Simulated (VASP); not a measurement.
# SnSe2 (P-3m1) in VASP: settings compared, part 2 of 2

VASP 6.6.1. The steps go on from the part before.

## 3. Single point, PBE

File INCAR:

```
PREC = Accurate
ENCUT = 520
EDIFF = 1E-7
ISMEAR = 0
SIGMA = 0.01
LREAL = F
LASPH = T
NELM = 60
ALGO = Normal
ISIF = 2
LWAVE = F
LCHARG = F
GGA = PE
NBANDS = 20
```

File KPOINTS:

```
regular mesh
0
Gamma
  6 6 2
```

File POSCAR:

```
SnSe2
1.0
    3.8251638404      0.0000000000      0.0000000000
   -1.9125819202      3.3126890594      0.0000000000
    0.0000000000      0.0000000000      6.2270561301
Sn Se
1 2
Direct
    0.0000000000      0.0000000000      0.0000000000
    0.3333333333      0.6666666667      0.2530760434
    0.6666666667      0.3333333333      0.7469239566
```

Potentials or basis: VASP PAW PBE potentials, release 64 (Sn_d, Se).

Command:

```bash
$ cat potpaw_PBE.64/Sn_d/POTCAR potpaw_PBE.64/Se/POTCAR > POTCAR
$ mpirun -np 1 vasp_std > vasp.out
```

OUTCAR:

```text
PREC = Accurate
   ENCUT = 520
   EDIFF = 1E-7
   ISMEAR = 0
   LREAL = F
   LASPH = T
   NELM = 60
   ISIF = 2
   GGA = PE

 ion  position               nearest neighbor table
   1  0.000  0.000  0.000-   2 2.71   3 2.71   2 2.71   3 2.71   3 2.71   2 2.71
   2  0.333  0.667  0.253-   1 2.71   1 2.71   1 2.71
   3  0.667  0.333  0.747-   1 2.71   1 2.71   1 2.71

  LATTYP: Found a hexagonal cell.
 ALAT       =     3.8251638404
 C/A-ratio  =     1.6279188003

  Lattice vectors:

 A1 = (   3.8251638404,   0.0000000000,   0.0000000000)
 A2 = (  -1.9125819202,   3.3126890594,   0.0000000000)
 A3 = (   0.0000000000,   0.0000000000,   6.2270561301)

Analysis of symmetry for initial positions (statically):
=====================================================================
 Subroutine PRICEL returns:
 Original cell was already a primitive cell.

 Routine SETGRP: Setting up the symmetry group for a
 hexagonal supercell.

 Subroutine GETGRP returns: Found 12 space group operations
 (whereof 12 operations were pure point group operations)
 out of a pool of 24 trial point group operations.

The static configuration has the point symmetry D_3d.

Analysis of symmetry for dynamics (positions and initial velocities):
=====================================================================
 Subroutine PRICEL returns:
 Original cell was already a primitive cell.

 Routine SETGRP: Setting up the symmetry group for a
 hexagonal supercell.

 Subroutine GETGRP returns: Found 12 space group operations
 (whereof 12 operations were pure point group operations)
 out of a pool of 24 trial point group operations.

The dynamic configuration has the point symmetry D_3d.
[... 100 lines left out ...]
   PSTRESS=    0.0 pullay stress
   NELECT =      26.0000    total number of electrons
   NUPDOWN=      -1.0000    fix difference up-down
   EMIN   =  10.00;   EMAX   =-10.00  energy-range for DOS
   EFERMI =   0.00;   METHOD = LEGACY
   ISMEAR =     0;   SIGMA  =   0.01  broadening in eV -4-tet -1-fermi 0-gaus
   EFERMI_NEDOS =   21; number of points for ismear=-14 and -15
   IALGO  =     38    algorithm
   IMIX   =      4    mixing-type and parameters
     AMIX     =   0.40;   BMIX     =  1.00
     AMIX_MAG =   1.60;   BMIX_MAG =  1.00
  volume/ion in A,a.u.               =      26.30       177.50
  Fermi-wavevector in a.u.,A,eV,Ry     =   1.130737  2.136782 17.395936  1.278565
  Thomas-Fermi vector in A             =   2.267434
   LORBIT       =      0    0 simple, 1 ext, 2 COOP (PROOUT), +10 PAW based schemes
   GGA     = PE    functional components
   LHFCALC =     F    Hartree Fock is set to
   AEXX    =    0.0000 exact exchange contribution
   IVDW    =     0    specifies the selected vdW correction
   LEPSILON=     F    determine dielectric tensor
   LRPA    =     F    only Hartree local field effects (RPA)
 non-spin polarized calculation
 Gauss-broadening in eV      SIGMA  =   0.01
  energy-cutoff  :      520.00
  volume of cell :       78.91
 maximum number of plane-waves:      2148
   NGX = 15   NGY = 15   NGZ = 23

 number of electron      26.0000000 magnetization

 Free energy of the ion-electron system (eV)
  ---------------------------------------------------
  ext. energy  EPLUGINS =         0.00000000
  ---------------------------------------------------
  free energy    TOTEN  =       -11.81978051 eV

  energy without entropy =      -11.81978051  energy(sigma->0) =      -11.81978051

 E-fermi :   4.0130     XC(G=0):  -9.3735

 val. band max:        3.8906459797   @ k =   0.1667   0.0000   0.0000
 cond. band min:       4.6784408626   @ k =   0.5000   0.0000   0.5000
 fundamental gap:      0.7877948829
 Fermi energy:         4.0130198808

 k-point     1 :       0.0000    0.0000    0.0000
  band No.  band energies     occupation
      1     -17.2853      2.00000
      2     -17.2853      2.00000
      3     -17.2498      2.00000
      4     -17.2375      2.00000
      5     -17.2375      2.00000
      6      -9.8304      2.00000
[... 311 lines left out ...]
     19      13.0744      0.00000
     20      13.0958      0.00000

------------------------ aborting loop because EDIFF is reached ----------------------------------------

  FORCE on cell =-STRESS in cart. coord.  units (eV):
  Direction    XX          YY          ZZ          XY          YZ          ZX
  --------------------------------------------------------------------------------------
  -------------------------------------------------------------------------------------
  Total        1.4890906      1.4890906      1.4055098      0.0000000      0.0000000      0.0000000
  in kB       30.2355729     30.2355729     28.5384875      0.0000000      0.0000000      0.0000000
  external PRESSURE =      29.6698778 kB  Pullay stress =       0.0000000 kB

 VOLUME and BASIS-vectors are now :
 -----------------------------------------------------------------------------
  energy-cutoff  :      520.00
  volume of cell :       78.91
      direct lattice vectors                 reciprocal lattice vectors
     3.825163840  0.000000000  0.000000000     0.261426711  0.150934782  0.000000000
    -1.912581920  3.312689059  0.000000000     0.000000000  0.301869563  0.000000000
     0.000000000  0.000000000  6.227056130     0.000000000  0.000000000  0.160589527

 POSITION                                       TOTAL-FORCE (eV/Angst)
 -----------------------------------------------------------------------------------
      0.00000      0.00000      0.00000        -0.000000      0.000000      0.000000
     -0.00000      2.20846      1.57592         0.000000     -0.000000      0.263450
      1.91258      1.10423      4.65114        -0.000000      0.000000     -0.263450
 -----------------------------------------------------------------------------------
    total drift:                               -0.000000      0.000000      0.000000

  FREE ENERGIE OF THE ION-ELECTRON SYSTEM (eV)
  ---------------------------------------------------
  free  energy   TOTEN  =       -11.8197805097 eV

  energy  without entropy=      -11.8197805097  energy(sigma->0) =      -11.81978051
```

stdout:

```text
POSCAR found type information on POSCAR SnSe
 POSCAR found :  2 types and       3 ions
 scaLAPACK will be used
 LDA part: xc-table for (Slater+PW92), standard interpolation
 POSCAR, INCAR and KPOINTS ok, starting setup
 FFT: planning ... GRIDC
 FFT: planning ... GRID_SOFT
 FFT: planning ... GRID
 WAVECAR not read
 entering main loop
```

Run time: 13 s. Hardware: 1 thread of Intel Xeon 6975P-C (Granite Rapids), shared host; peak memory 0.18 GiB.

Results:

```
Free energy            : -11.8198 eV
Pressure               : 3.0 GPa
Largest force          : 0.263 eV/Å
Band gap on the k mesh : 0.79 eV, indirect (least direct gap 1.12 eV)
```

Forces on the atoms (eV/Å):
```
Sn   0.000  0.000  0.000
Se   0.000  0.000  0.263
Se   0.000  0.000 -0.263
```

Caveat: the k points lie up to 0.50 Å⁻¹ apart; spin-orbit coupling is left out, which moves the levels of the heavy elements; this functional lacks dispersion, which binds the layers, so the pressure and a relaxed spacing across them are unreliable. A k mesh can miss the band edges.

## 4. Single point, PBE

File INCAR:

```
PREC = Accurate ; ENCUT = 520
EDIFF = 1E-6 ; ISMEAR = 0
SIGMA = 0.2 ; LREAL = F
LASPH = T ; NELM = 80
ALGO = Normal ; ISIF = 2
LWAVE = F ; LCHARG = F
GGA = PE ; NBANDS = 20
```

File KPOINTS:

```
regular mesh
0
Gamma
  6 6 4
```

POSCAR is that of step 3.

Potentials or basis: VASP PAW PBE potentials, release 64 (Sn_d, Se).

Command:

```bash
$ cat potpaw_PBE.64/Sn_d/POTCAR potpaw_PBE.64/Se/POTCAR > POTCAR
$ mpirun -np 1 vasp_std > vasp.out
```

OUTCAR:

```text
PREC = Accurate
   ENCUT = 520
   EDIFF = 1E-6
   ISMEAR = 0
   LREAL = F
   LASPH = T
   NELM = 80
   ISIF = 2
   GGA = PE

 ion  position               nearest neighbor table
   1  0.000  0.000  0.000-   2 2.71   3 2.71   2 2.71   3 2.71   3 2.71   2 2.71
   2  0.333  0.667  0.253-   1 2.71   1 2.71   1 2.71
   3  0.667  0.333  0.747-   1 2.71   1 2.71   1 2.71

  LATTYP: Found a hexagonal cell.
 ALAT       =     3.8251638404
 C/A-ratio  =     1.6279188003

  Lattice vectors:

 A1 = (   3.8251638404,   0.0000000000,   0.0000000000)
 A2 = (  -1.9125819202,   3.3126890594,   0.0000000000)
 A3 = (   0.0000000000,   0.0000000000,   6.2270561301)

Analysis of symmetry for initial positions (statically):
=====================================================================
 Subroutine PRICEL returns:
 Original cell was already a primitive cell.

 Routine SETGRP: Setting up the symmetry group for a
 hexagonal supercell.

 Subroutine GETGRP returns: Found 12 space group operations
 (whereof 12 operations were pure point group operations)
 out of a pool of 24 trial point group operations.

The static configuration has the point symmetry D_3d.

Analysis of symmetry for dynamics (positions and initial velocities):
=====================================================================
 Subroutine PRICEL returns:
 Original cell was already a primitive cell.

 Routine SETGRP: Setting up the symmetry group for a
 hexagonal supercell.

 Subroutine GETGRP returns: Found 12 space group operations
 (whereof 12 operations were pure point group operations)
 out of a pool of 24 trial point group operations.

The dynamic configuration has the point symmetry D_3d.
[... 110 lines left out ...]
   PSTRESS=    0.0 pullay stress
   NELECT =      26.0000    total number of electrons
   NUPDOWN=      -1.0000    fix difference up-down
   EMIN   =  10.00;   EMAX   =-10.00  energy-range for DOS
   EFERMI =   0.00;   METHOD = LEGACY
   ISMEAR =     0;   SIGMA  =   0.20  broadening in eV -4-tet -1-fermi 0-gaus
   EFERMI_NEDOS =   21; number of points for ismear=-14 and -15
   IALGO  =     38    algorithm
   IMIX   =      4    mixing-type and parameters
     AMIX     =   0.40;   BMIX     =  1.00
     AMIX_MAG =   1.60;   BMIX_MAG =  1.00
  volume/ion in A,a.u.               =      26.30       177.50
  Fermi-wavevector in a.u.,A,eV,Ry     =   1.130737  2.136782 17.395936  1.278565
  Thomas-Fermi vector in A             =   2.267434
   LORBIT       =      0    0 simple, 1 ext, 2 COOP (PROOUT), +10 PAW based schemes
   GGA     = PE    functional components
   LHFCALC =     F    Hartree Fock is set to
   AEXX    =    0.0000 exact exchange contribution
   IVDW    =     0    specifies the selected vdW correction
   LEPSILON=     F    determine dielectric tensor
   LRPA    =     F    only Hartree local field effects (RPA)
 non-spin polarized calculation
 Gauss-broadening in eV      SIGMA  =   0.20
  energy-cutoff  :      520.00
  volume of cell :       78.91
 maximum number of plane-waves:      2148
   NGX = 15   NGY = 15   NGZ = 23

 number of electron      26.0000000 magnetization

 Free energy of the ion-electron system (eV)
  ---------------------------------------------------
  ext. energy  EPLUGINS =         0.00000000
  ---------------------------------------------------
  free energy    TOTEN  =       -11.81277036 eV

  energy without entropy =      -11.81241689  energy(sigma->0) =      -11.81259363

 E-fermi :   4.3018     XC(G=0):  -9.3733

 val. band max:        3.8920603244   @ k =   0.1667   0.0000   0.0000
 cond. band min:       4.6788790481   @ k =   0.5000   0.0000   0.5000
 fundamental gap:      0.7868187237
 Fermi energy:         4.3017730432

 k-point     1 :       0.0000    0.0000    0.0000
  band No.  band energies     occupation
      1     -17.2884      2.00000
      2     -17.2884      2.00000
      3     -17.2527      2.00000
      4     -17.2405      2.00000
      5     -17.2405      2.00000
      6      -9.8293      2.00000
[... 541 lines left out ...]
     19      13.0758      0.00000
     20      13.0956      0.00000

------------------------ aborting loop because EDIFF is reached ----------------------------------------

  FORCE on cell =-STRESS in cart. coord.  units (eV):
  Direction    XX          YY          ZZ          XY          YZ          ZX
  --------------------------------------------------------------------------------------
  -------------------------------------------------------------------------------------
  Total        1.4804726      1.4804726      1.4833815      0.0000000      0.0000000      0.0000000
  in kB       30.0605872     30.0605872     30.1196517      0.0000000      0.0000000      0.0000000
  external PRESSURE =      30.0802754 kB  Pullay stress =       0.0000000 kB

 VOLUME and BASIS-vectors are now :
 -----------------------------------------------------------------------------
  energy-cutoff  :      520.00
  volume of cell :       78.91
      direct lattice vectors                 reciprocal lattice vectors
     3.825163840  0.000000000  0.000000000     0.261426711  0.150934782  0.000000000
    -1.912581920  3.312689059  0.000000000     0.000000000  0.301869563  0.000000000
     0.000000000  0.000000000  6.227056130     0.000000000  0.000000000  0.160589527

 POSITION                                       TOTAL-FORCE (eV/Angst)
 -----------------------------------------------------------------------------------
      0.00000      0.00000      0.00000         0.000000      0.000000      0.000000
     -0.00000      2.20846      1.57592         0.000000      0.000000      0.262376
      1.91258      1.10423      4.65114        -0.000000      0.000000     -0.262376
 -----------------------------------------------------------------------------------
    total drift:                               -0.000000      0.000000      0.000000

  FREE ENERGIE OF THE ION-ELECTRON SYSTEM (eV)
  ---------------------------------------------------
  free  energy   TOTEN  =       -11.8127703593 eV

  energy  without entropy=      -11.8124168913  energy(sigma->0) =      -11.81259363
```

It took 16 s on 1 thread of Intel Xeon 6975P-C (Granite Rapids), shared host; peak memory 0.19 GiB.

What came out:

```yaml
Free_energy: -11.8128 eV
Pressure: 3.0 GPa
Largest_force: 0.262 eV/Å
Band_gap_on_the_k_mesh: 0.79 eV, indirect (least direct gap 1.12 eV)
```

Forces in eV/Å, atoms in the order of the input:
```
Sn   0.000  0.000  0.000
Se   0.000  0.000  0.262
Se   0.000  0.000 -0.262
```

Levels at points of the mesh, in eV from the valence-band top:
```tsv
k point	band 9	band 10	band 11	band 12	band 13	band 14	band 15	band 16	band 17	band 18
(0.00, 0.00, 0.00)	-0.52	-0.52	-0.25	-0.25	-0.07	1.05	3.11	4.70	4.70	8.09
(0.50, 0.00, 0.00)	-4.27	-2.84	-2.42	-1.20	-0.22	1.20	3.80	5.37	5.43	6.93
(0.00, 0.00, 0.50)	-2.04	-0.61	-0.61	-0.09	-0.09	2.49	3.03	4.44	4.44	7.98
(0.50, 0.00, 0.50)	-4.72	-2.25	-1.94	-0.78	-0.61	0.79	4.21	4.77	5.84	6.18
```

Caveat: spin-orbit coupling is left out, which moves the levels of the heavy elements; this functional lacks dispersion, which binds the layers, so the pressure and a relaxed spacing across them are unreliable.

## 5. Summary

```csv
level,potentials or basis,k mesh,smearing,gap on the mesh (eV),pressure (GPa),largest force (eV/Å)
LDA,"VASP PAW LDA potentials, release 64 (Sn_d, Se)",6 × 6 × 2,gaussian 0.01 eV,0.67,-1.5,0.01
PBE,"VASP PAW PBE potentials, release 64 (Sn_d, Se)",6 × 6 × 2,gaussian 0.01 eV,0.79,3.0,0.26
PBE,"VASP PAW PBE potentials, release 64 (Sn_d, Se)",6 × 6 × 4,gaussian 0.2 eV,0.79,3.0,0.26
```

Alike in all rows: task single point; no spin polarisation; cell as given; cutoff (eV) 520.

Caveats: some runs use coarse meshes; spin-orbit coupling is left out, which moves the levels of the heavy elements; this functional lacks dispersion, which binds the layers, so the pressure and a relaxed spacing across them are unreliable (some runs).

Total energies depend on the potentials used, so only differences within one code and one set of settings carry meaning.
